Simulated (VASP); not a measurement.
Here is a VASP 6.6.1 calculation.

INCAR

```
SYSTEM = MoS2
ALGO = Normal
EDIFF = 1E-7
ENCUT = 520
GGA = PS
ISIF = 2
ISMEAR = 1
LASPH = .TRUE.
LCHARG = .TRUE.
LELF = .TRUE.
LREAL = .FALSE.
LVHAR = .TRUE.
LWAVE = .FALSE.
NBANDS = 35
NELM = 80
PREC = Accurate
SIGMA = 0.105
```

Contents of KPOINTS:

```
k-points
0
G
  12 12 4
  0 0 0
```

File POSCAR:

```
MoS2
1.0
    3.3024325193      0.0000000000      0.0000000000
   -1.6512162597      2.8599904560      0.0000000000
    0.0000000000      0.0000000000     12.7414451461
Mo S
2 4
Direct
    0.3333333333      0.6666666667      0.2500000000
    0.6666666667      0.3333333333      0.7500000000
    0.3333333333      0.6666666667      0.6259932117
    0.6666666667      0.3333333333      0.1259932117
    0.3333333333      0.6666666667      0.8740067883
    0.6666666667      0.3333333333      0.3740067883
```

Potentials or basis: VASP PAW PBE potentials, release 64 (Mo_sv, S).

The run is started by

```bash
$ cat potpaw_PBE.64/Mo_sv/POTCAR potpaw_PBE.64/S/POTCAR > POTCAR
$ mpirun -np 1 vasp_std > vasp.out
```

Task: Estimate the pressure.

Result: -13.2 GPa.

Task: Estimate the largest force.

Result: 1.208 eV/Å.

Task: Estimate the band gap on the k mesh.

Result: 0.73 eV (least direct gap 1.35 eV).

Forces on the atoms (eV/Å):
```
Mo   0.000  0.000  0.000
Mo   0.000  0.000  0.000
S    0.000  0.000  1.208
S    0.000  0.000  1.208
S    0.000  0.000 -1.208
S    0.000  0.000 -1.208
```

Caveat: the cell stands under tension; the PAW data sets were made with another functional, which shifts forces and pressure a little; this functional lacks dispersion, which binds the layers, so the pressure and a relaxed spacing across them are unreliable. As with any semilocal functional, this PBEsol gap is likely too small.
